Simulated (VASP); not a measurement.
Wanted: the native input for a VASP 6.6.1 run.

| Quantity | Value |
| --- | --- |
| Task | single point |
| Functional | PBE |
| Potentials or basis | VASP PAW PBE potentials, release 64 (Ga_d, Ge_d) |
| Cutoff | 520 eV |
| k mesh | 10 × 10 × 10 |
| Occupations | fermi-dirac, width 0.1 eV |
| Spin | no spin polarisation |
| Dipole correction | no |
| Further INCAR settings | ALGO = Normal; EDIFF = 1e-06; NBANDS = 36 |

The structure of GaGe3 lies in POSCAR:

```
GaGe3
1.0
    4.2660056533      0.0000000000      0.0000000000
    0.0000000000      4.2660056533      0.0000000000
    0.0000000000      0.0000000000      4.2660056533
Ga Ge
1 3
Direct
    0.0000000000      0.0000000000      0.0000000000
    0.0000000000      0.5000000000      0.5000000000
    0.5000000000      0.0000000000      0.5000000000
    0.5000000000      0.5000000000      0.0000000000
```

One way to write it, as run:

INCAR

```
SYSTEM = GaGe3
  PREC = Accurate
  ENCUT = 520
  EDIFF = 1E-6
  ISMEAR = -1
  SIGMA = 0.1
  LREAL = .False.
  LASPH = .True.
  NELM = 100
  ALGO = Normal
  ISIF = 2
  LWAVE = .False.
  LCHARG = .False.
  GGA = PE
  NBANDS = 36
```

KPOINTS

```
regular mesh
0
Gamma
  10 10 10
  0 0 0
```

Potentials or basis: VASP PAW PBE potentials, release 64 (Ga_d, Ge_d).

Launch:

```bash
$ cat potpaw_PBE.64/Ga_d/POTCAR potpaw_PBE.64/Ge_d/POTCAR > POTCAR
$ mpirun -np 1 vasp_std > vasp.out
```

Results of the run:

```
Pressure               : 0.0 GPa
Band gap on the k mesh : zero (an odd number of electrons rules out a gap without spin polarisation)
```

It took 35 s on 1 thread of Intel(R) Xeon(R) 6975P-C (Granite Rapids) (shared host), peak memory 0.26 GiB.
